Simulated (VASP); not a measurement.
Set up this calculation in VASP 6.6.1, as the native input.

```yaml
Task: density of states
Functional: PBEsol
Potentials_or_basis: VASP PAW PBE potentials, release 64 (Ti_sv, Co)
Cutoff: 520 eV
k_mesh: 10 × 10 × 10
Occupations: fermi-dirac, width 0.05 eV
Spin: no spin polarisation
Dipole_correction: no
k_mesh_for_the_DOS: 15 × 15 × 15
Occupations_for_the_DOS: tetrahedron
Further_INCAR_settings: ALGO = Normal; EDIFF = 1e-07
```

TiCo3:

```
Ti Co
1.0
     3.57100    0.00000    0.00000
     0.00000    3.57100    0.00000
     0.00000    0.00000    3.57100
Ti Co
1 3
Cartesian
  0.0000 0.0000 0.0000
  0.0000 1.7855 1.7855
  1.7855 0.0000 1.7855
  1.7855 1.7855 0.0000
```

The input as run:

POSCAR

```
TiCo3
1.0
    3.5710000000      0.0000000000      0.0000000000
    0.0000000000      3.5710000000      0.0000000000
    0.0000000000      0.0000000000      3.5710000000
Ti Co
1 3
Direct
    0.0000000000      0.0000000000      0.0000000000
    0.0000000000      0.5000000000      0.5000000000
    0.5000000000      0.0000000000      0.5000000000
    0.5000000000      0.5000000000      0.0000000000
```

INCAR.step1

```
ALGO = Normal
EDIFF = 1E-7
ENCUT = 520
GGA = PS
ISIF = 2
ISMEAR = -1
LASPH = True
LCHARG = True
LMAXMIX = 4
LREAL = False
LWAVE = False
NBANDS = 28
NELM = 100
PREC = Accurate
SIGMA = 0.05
```

KPOINTS.step1

```
k-points
0
Gamma
  10 10 10
```

INCAR.step2

```
ALGO = Normal
EDIFF = 1E-7
ENCUT = 520
GGA = PS
ICHARG = 11
ISIF = 2
ISMEAR = -5
LASPH = True
LCHARG = False
LMAXMIX = 4
LORBIT = 10
LREAL = False
LWAVE = False
NEDOS = 1001
NELM = 100
PREC = Accurate
SIGMA = 0.05
```

KPOINTS.step2

```
k-points
0
Gamma
  15 15 15
```

Potentials or basis: VASP PAW PBE potentials, release 64 (Ti_sv, Co).

Run with:

```bash
$ cat potpaw_PBE.64/Ti_sv/POTCAR potpaw_PBE.64/Co/POTCAR > POTCAR
$ cp INCAR.step1 INCAR
$ cp KPOINTS.step1 KPOINTS
$ mpirun -np 1 vasp_std > vasp.out
$ cp INCAR.step2 INCAR
$ cp KPOINTS.step2 KPOINTS
$ mpirun -np 1 vasp_std > vasp.out
```

It gave:

```yaml
Valence_electrons_inside_the_program's_atomic_spheres: Ti 10.43; Co 8.36
```

Run time: 110 s on 1 thread of AMD EPYC 9R45 96-Core Processor (Zen 5), on a shared host, peak memory 0.21 GiB.
